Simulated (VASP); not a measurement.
# SrTiO3 (Pm-3m) in VASP: single point with PBE

Aim: the single point of SrTiO3 with PBE.

All numbers are computed with VASP 6.6.1; they aren't measurements. Logs are shortened: lines on timing, memory, paths and dates and some standing lists are left out, and cuts for length are marked.

## (1) The cell of the first run

Symmetry: Pm-3m, No. 221, cubic system. The conventional cell has a = 3.905 Å, b = 3.905 Å, c = 3.905 Å, α = 90.00°, β = 90.00°, γ = 90.00°. Sr (site symmetry m-3m) has 12 O at 2.76 Å and 8 Ti at 3.38 Å within 3.6 Å. Ti (site symmetry m-3m) has 6 O at 1.95 Å within 2.6 Å. O (site symmetry 4/mmm) has 2 Ti at 1.95 Å within 2.6 Å.

## (2) Single point, PBE

Contents of INCAR:

```
ALGO     = Normal         # electronic algorithm
EDIFF    = 1E-6           # SCF threshold, eV
ENCUT    = 520            # plane-wave cutoff, eV
GGA      = PE             # functional
ISIF     = 2              # what is computed and relaxed
ISMEAR   = 0              # smearing method
LASPH    = T              # aspherical terms in the spheres
LCHARG   = F              # write CHGCAR
LREAL    = F              # projectors in reciprocal space
LWAVE    = F              # write WAVECAR
NBANDS   = 28             # bands
NELM     = 80             # most SCF steps
PREC     = Accurate       # precision mode
SIGMA    = 0.01           # smearing width, eV
```

Contents of KPOINTS:

```
k-points
0
Gamma
  8 8 8
```

Contents of POSCAR:

```
SrTiO3
1.0
    3.9052800000      0.0000000000      0.0000000000
    0.0000000000      3.9052800000      0.0000000000
    0.0000000000      0.0000000000      3.9052800000
Sr Ti O
1 1 3
Direct
    0.5000000000      0.5000000000      0.5000000000
    0.0000000000      0.0000000000      0.0000000000
    0.5000000000      0.0000000000      0.0000000000
    0.0000000000      0.5000000000      0.0000000000
    0.0000000000      0.0000000000      0.5000000000
```

Potentials or basis: VASP PAW PBE potentials, release 64 (Sr_sv, Ti_sv, O).

Command:

```
> cat potpaw_PBE.64/Sr_sv/POTCAR potpaw_PBE.64/Ti_sv/POTCAR potpaw_PBE.64/O/POTCAR > POTCAR
> mpirun -np 1 vasp_std > vasp.out
```

OUTCAR:

```text
EDIFF = 1E-6
   ENCUT = 520
   GGA = PE
   ISIF = 2
   ISMEAR = 0
   LASPH = T
   LREAL = F
   NELM = 80
   PREC = Accurate

 ion  position               nearest neighbor table
   1  0.500  0.500  0.500-   3 2.76   4 2.76   5 2.76   3 2.76   4 2.76   3 2.76   5 2.76   3 2.76
                             4 2.76   5 2.76   4 2.76   5 2.76   2 3.38   2 3.38   2 3.38   2 3.38
   2  0.000  0.000  0.000-   3 1.95   4 1.95   5 1.95   5 1.95   4 1.95   3 1.95   1 3.38   1 3.38
                             1 3.38   1 3.38   1 3.38   1 3.38   1 3.38   1 3.38
   3  0.500  0.000  0.000-   2 1.95   2 1.95   1 2.76   1 2.76   1 2.76   1 2.76
   4  0.000  0.500  0.000-   2 1.95   2 1.95   1 2.76   1 2.76   1 2.76   1 2.76
   5  0.000  0.000  0.500-   2 1.95   2 1.95   1 2.76   1 2.76   1 2.76   1 2.76

  LATTYP: Found a simple cubic cell.
 ALAT       =     3.9052800000

  Lattice vectors:

 A1 = (   3.9052800000,   0.0000000000,   0.0000000000)
 A2 = (   0.0000000000,   3.9052800000,   0.0000000000)
 A3 = (   0.0000000000,   0.0000000000,   3.9052800000)

Analysis of symmetry for initial positions (statically):
=====================================================================
 Subroutine PRICEL returns:
 Original cell was already a primitive cell.

 Routine SETGRP: Setting up the symmetry group for a
 simple cubic supercell.

 Subroutine GETGRP returns: Found 48 space group operations
 (whereof 48 operations were pure point group operations)
 out of a pool of 48 trial point group operations.

The static configuration has the point symmetry O_h .

Analysis of symmetry for dynamics (positions and initial velocities):
=====================================================================
 Subroutine PRICEL returns:
 Original cell was already a primitive cell.

 Routine SETGRP: Setting up the symmetry group for a
 simple cubic supercell.

 Subroutine GETGRP returns: Found 48 space group operations
 (whereof 48 operations were pure point group operations)
 out of a pool of 48 trial point group operations.

The dynamic configuration has the point symmetry O_h .

 Subroutine INISYM returns: Found 48 space group operations
 (whereof 48 operations are pure point group operations),
 and found     1 'primitive' translations

----------------------------------------------------------------------------------------

                                     Primitive cell

  volume of cell :      59.5603

  direct lattice vectors                    reciprocal lattice vectors
     3.905280000  0.000000000  0.000000000     0.256063586  0.000000000  0.000000000
     0.000000000  3.905280000  0.000000000     0.000000000  0.256063586  0.000000000
     0.000000000  0.000000000  3.905280000     0.000000000  0.000000000  0.256063586

  length of vectors
     3.905280000  3.905280000  3.905280000     0.256063586  0.256063586  0.256063586

  position of ions in fractional coordinates (direct lattice)
     0.500000000  0.500000000  0.500000000
     0.000000000  0.000000000  0.000000000
     0.500000000  0.000000000  0.000000000
     0.000000000  0.500000000  0.000000000
     0.000000000  0.000000000  0.500000000

  ion indices of the primitive-cell ions
   primitive index   ion index
                 1           1
                 2           2
                 3           3
                 4           4
                 5           5

----------------------------------------------------------------------------------------

 KPOINTS: k-points

Automatic generation of k-mesh.
 Grid dimensions read from file:
 generate k-points for:    8    8    8

 Generating k-lattice:

  Cartesian coordinates                     Fractional coordinates (reciprocal lattice)
     0.032007948  0.000000000  0.000000000     0.125000000  0.000000000  0.000000000
     0.000000000  0.032007948  0.000000000     0.000000000  0.125000000  0.000000000
     0.000000000  0.000000000  0.032007948     0.000000000  0.000000000  0.125000000

  Length of vectors
     0.032007948  0.032007948  0.032007948

  Shift w.r.t. Gamma in fractional coordinates (k-lattice)
     0.000000000  0.000000000  0.000000000

 Subroutine IBZKPT returns following result:
 ===========================================

 Found     35 irreducible k-points:

 Following reciprocal coordinates:
            Coordinates               Weight
  0.000000  0.000000  0.000000      1.000000
  0.125000  0.000000  0.000000      6.000000
  0.250000  0.000000  0.000000      6.000000
  0.375000  0.000000  0.000000      6.000000
  0.500000  0.000000  0.000000      3.000000
  0.125000  0.125000  0.000000     12.000000
[... 16 lines left out ...]
  0.375000  0.375000  0.125000     24.000000
  0.500000  0.375000  0.125000     24.000000
 [... further k-points ...]
   k-points           NKPTS =     35   k-points in BZ     NKDIM =     35   number of bands    NBANDS=     28
   number of dos      NEDOS =    301   number of ions     NIONS =      5
   total plane-waves  NPLWV =  27000
   dimension x,y,z NGX =    30 NGY =   30 NGZ =   30
   dimension x,y,z NGXF=    60 NGYF=   60 NGZF=   60
   ions per type =               1   1   3
   NGX,Y,Z   is equivalent  to a cutoff of  12.77, 12.77, 12.77 a.u.
   NGXF,Y,Z  is equivalent  to a cutoff of  25.54, 25.54, 25.54 a.u.
 SYSTEM =  unknown system
   PREC   = accura    normal or accurate (medium, high low for compatibility)
   ISTART =      0    job   : 0-new  1-cont  2-samecut
   ICHARG =      2    charge: 1-file 2-atom 10-const
   ISPIN  =      1    spin polarized calculation?
   LNONCOLLINEAR =      F non collinear calculations
   LSORBIT =      F    spin-orbit coupling
   LASPH  =      T    aspherical Exc in radial PAW
   ENCUT  =  520.0 eV  38.22 Ry    6.18 a.u.   7.26  7.26  7.26*2*pi/ulx,y,z
   NELM   =     80;   NELMIN=  2; NELMDL= -5     # of ELM steps
   EDIFF  = 0.1E-05   stopping-criterion for ELM
   LREAL  =      F    real-space projection
   EDIFFG = 0.1E-04   stopping-criterion for IOM
   NSW    =      0    number of steps for IOM
   IBRION =     -1    ionic relax: 0-MD 1-quasi-New 2-CG
   NFREE  =      0    steps in history (QN), initial steepest desc. (CG)
   ISIF   =      2    stress and relaxation
   ISYM   =      2    0-nonsym 1-usesym 2-fastsym
   POTIM  = 0.5000    time-step for ionic-motion
   TEBEG  =    0.0;   TEEND  =   0.0 temperature during run
   PSTRESS=    0.0 pullay stress
   NELECT =      40.0000    total number of electrons
   NUPDOWN=      -1.0000    fix difference up-down
   EMIN   =  10.00;   EMAX   =-10.00  energy-range for DOS
   EFERMI =   0.00;   METHOD = LEGACY
   ISMEAR =     0;   SIGMA  =   0.01  broadening in eV -4-tet -1-fermi 0-gaus
   EFERMI_NEDOS =   21; number of points for ismear=-14 and -15
   IALGO  =     38    algorithm
   IMIX   =      4    mixing-type and parameters
     AMIX     =   0.40;   BMIX     =  1.00
     AMIX_MAG =   1.60;   BMIX_MAG =  1.00
  volume/ion in A,a.u.               =      11.91        80.39
  Fermi-wavevector in a.u.,A,eV,Ry     =   1.433648  2.709203 27.964703  2.055348
  Thomas-Fermi vector in A             =   2.553143
   LORBIT       =      0    0 simple, 1 ext, 2 COOP (PROOUT), +10 PAW based schemes
   GGA     = PE    functional components
   LHFCALC =     F    Hartree Fock is set to
   AEXX    =    0.0000 exact exchange contribution
   IVDW    =     0    specifies the selected vdW correction
   LEPSILON=     F    determine dielectric tensor
   LRPA    =     F    only Hartree local field effects (RPA)
 non-spin polarized calculation
 Gauss-broadening in eV      SIGMA  =   0.01
  energy-cutoff  :      520.00
  volume of cell :       59.56
 maximum number of plane-waves:      1628
 NGX is ok and might be reduce to    30
   NGX = 15   NGY = 15   NGZ = 15

 number of electron      40.0000005 magnetization

 Free energy of the ion-electron system (eV)
  ---------------------------------------------------
  ext. energy  EPLUGINS =         0.00000000
  ---------------------------------------------------
  free energy    TOTEN  =       -40.07707820 eV

  energy without entropy =      -40.07707820  energy(sigma->0) =      -40.07707820

 E-fermi :   4.2460     XC(G=0): -11.2698

 val. band max:        4.1635458920   @ k =   0.5000   0.5000   0.5000
 cond. band min:       6.0192798631   @ k =   0.0000   0.0000   0.0000
 fundamental gap:      1.8557339711
 Fermi energy:         4.2460113504

 k-point     1 :       0.0000    0.0000    0.0000
  band No.  band energies     occupation
      1     -52.3017      2.00000
      2     -28.6272      2.00000
      3     -28.5478      2.00000
      4     -28.5478      2.00000
      5     -28.5478      2.00000
      6     -13.2641      2.00000
[... 20 lines left out ...]
     27       9.5658      0.00000
     28      10.3734      0.00000

 k-point     2 :       0.1250    0.0000    0.0000
  band No.  band energies     occupation
      1     -52.3015      2.00000
      2     -28.6455      2.00000
      3     -28.5474      2.00000
      4     -28.5474      2.00000
      5     -28.5365      2.00000
      6     -13.2703      2.00000
[... 20 lines left out ...]
     27       9.8421      0.00000
     28      10.7453      0.00000

 k-point     3 :       0.2500    0.0000    0.0000
  band No.  band energies     occupation
      1     -52.3009      2.00000
      2     -28.6813      2.00000
      3     -28.5464      2.00000
      4     -28.5464      2.00000
      5     -28.5175      2.00000
      6     -13.3349      2.00000
[... 20 lines left out ...]
     27      10.5055      0.00000
     28      11.7595      0.00000

 k-point     4 :       0.3750    0.0000    0.0000
  band No.  band energies     occupation
      1     -52.3004      2.00000
      2     -28.7123      2.00000
      3     -28.5454      2.00000
      4     -28.5454      2.00000
      5     -28.5029      2.00000
      6     -13.4401      2.00000
[... 20 lines left out ...]
     27      11.2469      0.00000
     28      12.2347      0.00000

 k-point     5 :       0.5000    0.0000    0.0000
  band No.  band energies     occupation
      1     -52.3002      2.00000
      2     -28.7244      2.00000
      3     -28.5449      2.00000
      4     -28.5449      2.00000
      5     -28.4976      2.00000
      6     -13.4889      2.00000
[... 20 lines left out ...]
     27      11.5859      0.00000
     28      12.1816      0.00000

 k-point     6 :       0.1250    0.1250    0.0000
  band No.  band energies     occupation
      1     -52.3013      2.00000
      2     -28.6541      2.00000
      3     -28.5580      2.00000
      4     -28.5470      2.00000
      5     -28.5241      2.00000
      6     -13.2589      2.00000
[... 463 lines left out ...]
      5     -28.5216      2.00000
      6     -13.0786      2.00000
[... 20 lines left out ...]
     27      12.0866      0.00000
     28      12.4379      0.00000

 k-point    22 :       0.5000    0.2500    0.1250
  band No.  band energies     occupation
      1     -52.2992      2.00000
      2     -28.6795      2.00000
      3     -28.5806      2.00000
      4     -28.5541      2.00000
      5     -28.5291      2.00000
      6     -13.0807      2.00000
[... 20 lines left out ...]
     27      12.2994      0.00000
     28      12.5763      0.00000

 k-point    23 :       0.3750    0.3750    0.1250
  band No.  band energies     occupation
      1     -52.2989      2.00000
      2     -28.6504      2.00000
      3     -28.6063      2.00000
      4     -28.5553      2.00000
      5     -28.5416      2.00000
      6     -12.8572      2.00000
[... 20 lines left out ...]
     27      12.3610      0.00000
     28      12.8038      0.00000

 k-point    24 :       0.5000    0.3750    0.1250
  band No.  band energies     occupation
      1     -52.2987      2.00000
      2     -28.6438      2.00000
      3     -28.6059      2.00000
      4     -28.5575      2.00000
      5     -28.5531      2.00000
      6     -12.7685      2.00000
[... 20 lines left out ...]
     27      12.4014      0.00000
     28      12.9107      0.00000

 [... further k-points ...]
[... 5 lines left out ...]
  --------------------------------------------------------------------------------------
  -------------------------------------------------------------------------------------
  Total        1.8352643      1.8352643      1.8352643     -0.0000000     -0.0000000     -0.0000000
  in kB       49.3688099     49.3688099     49.3688099     -0.0000000     -0.0000000     -0.0000000
  external PRESSURE =      49.3688099 kB  Pullay stress =       0.0000000 kB

 VOLUME and BASIS-vectors are now :
 -----------------------------------------------------------------------------
  energy-cutoff  :      520.00
  volume of cell :       59.56
      direct lattice vectors                 reciprocal lattice vectors
     3.905280000  0.000000000  0.000000000     0.256063586  0.000000000  0.000000000
     0.000000000  3.905280000  0.000000000     0.000000000  0.256063586  0.000000000
     0.000000000  0.000000000  3.905280000     0.000000000  0.000000000  0.256063586

 POSITION                                       TOTAL-FORCE (eV/Angst)
 -----------------------------------------------------------------------------------
      1.95264      1.95264      1.95264         0.000000      0.000000      0.000000
      0.00000      0.00000      0.00000         0.000000      0.000000      0.000000
      1.95264      0.00000      0.00000         0.000000      0.000000      0.000000
      0.00000      1.95264      0.00000         0.000000      0.000000      0.000000
      0.00000      0.00000      1.95264         0.000000      0.000000      0.000000
 -----------------------------------------------------------------------------------
    total drift:                                0.000000     -0.000000      0.000000

  FREE ENERGIE OF THE ION-ELECTRON SYSTEM (eV)
  ---------------------------------------------------
  free  energy   TOTEN  =       -40.0770781984 eV

  energy  without entropy=      -40.0770781984  energy(sigma->0) =      -40.07707820
```

Run time: 43 s. Hardware: 1 thread of Intel Xeon Platinum 8488C (Sapphire Rapids), shared host; peak memory 0.2 GiB.

What came out:

```
Free energy            : -40.0771 eV
Pressure               : 4.9 GPa
Band gap on the k mesh : 1.86 eV, indirect (least direct gap 2.21 eV)
```

Levels at points of the mesh, in eV from the valence-band top:
| k point | band 16 | band 17 | band 18 | band 19 | band 20 | band 21 | band 22 | band 23 | band 24 | band 25 |
| --- | --- | --- | --- | --- | --- | --- | --- | --- | --- | --- |
| (0.00, 0.00, 0.00) | -1.17 | -1.17 | -0.36 | -0.36 | -0.36 | 1.86 | 1.86 | 1.86 | 4.30 | 4.30 |
| (0.50, 0.00, 0.00) | -2.35 | -2.35 | -1.99 | -0.73 | -0.73 | 2.03 | 3.78 | 3.78 | 4.32 | 6.52 |
| (0.50, 0.50, 0.00) | -2.85 | -1.72 | -1.57 | -1.57 | -0.09 | 3.79 | 3.79 | 4.24 | 5.29 | 7.89 |
| (0.50, 0.50, 0.50) | -3.74 | -3.74 | 0.00 | 0.00 | 0.00 | 4.46 | 4.46 | 4.46 | 6.94 | 6.94 |
